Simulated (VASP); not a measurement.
BAs5, 6 atoms in the cell. It takes space group F-43m (No. 216, cubic). Conventional cell: a = 8.102 Å, b = 8.102 Å, c = 8.102 Å, α = 90.00°, β = 90.00°, γ = 90.00°. Within 4.4 Å of B (site symmetry -43m) lie 16 As at 3.36 to 3.51 Å. As (site symmetry 3m) has 9 As at 2.85 to 3.36 Å and 3 B at 3.36 Å within 3.8 Å. Within 4.4 Å of As (site symmetry -43m) lie 12 As at 3.36 Å and 4 B at 3.51 Å. 

```yaml
Program: VASP 6.6.1
Task: relaxation of cell and atoms
Functional: PBE
Potentials_or_basis: VASP PAW PBE potentials, release 64 (B, As)
Cutoff: 600 eV
k_mesh: 4 × 4 × 4
Occupations: gaussian, width 0.1 eV
Spin: no spin polarisation
Dipole_correction: no
Further_INCAR_settings: ALGO = Normal; EDIFF = 1e-06; IBRION = 2; EDIFFG = -0.04; NSW = 90; ISIF = 3
```

Potentials or basis: VASP PAW PBE potentials, release 64 (B, As).

Command:

```sh
$ cat potpaw_PBE.64/B/POTCAR potpaw_PBE.64/As/POTCAR > POTCAR
$ mpirun -np 1 vasp_std > vasp.out
```

Hardware: 1 thread of Intel(R) Xeon(R) 6975P-C (Granite Rapids) (shared host).

Q: How long does it take, and how much memory?

A: Wall time 64 s on 1 thread of Intel(R) Xeon(R) 6975P-C (Granite Rapids), with other jobs on the host, peak memory 0.34 GiB. Counts: scf iterations 45, k points 8, ion steps 6.
